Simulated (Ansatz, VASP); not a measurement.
VAu: VASP beside Ansatz

```
Au V
1.0
     1.41040    0.81430    4.61109
    -1.41040    0.81430    4.61109
     0.00000   -1.62859    4.61109
Au V
1 1
Direct
  0.00000 0.00000 0.00000
  0.50000 0.50000 0.50000
```

Alike in both runs: task single point; functional PBE; k mesh 11 × 11 × 11; occupations gaussian, width 0.05 eV; collinear spin.

|  | VASP | Ansatz |
| --- | --- | --- |
| version | VASP 6.6.1 | Ansatz 0.2.0 |
| potentials or method | VASP PAW PBE potentials, release 64 (Au, V_sv), cutoff 520 eV | all-electron LAPW, scalar-relativistic |

|  | VASP | Ansatz | Ansatz less VASP |
| --- | --- | --- | --- |
| gap on the k mesh at the Fermi level (eV) | none | none | - |
| pressure (GPa) | -1.8 | -1.7 | +0.08 |
| traceless stress, the component that is largest in VASP (GPa) | 1.28 | 1.25 | -0.038 |
| net moment per atom (μB) | 0.00 | 0.00 | 0.000 |

A gap of «none» marks a metal or a gap that the smearing closes. Ansatz ran all-electron here, and VASP with PAW potentials.

Neither program's run includes spin-orbit coupling.
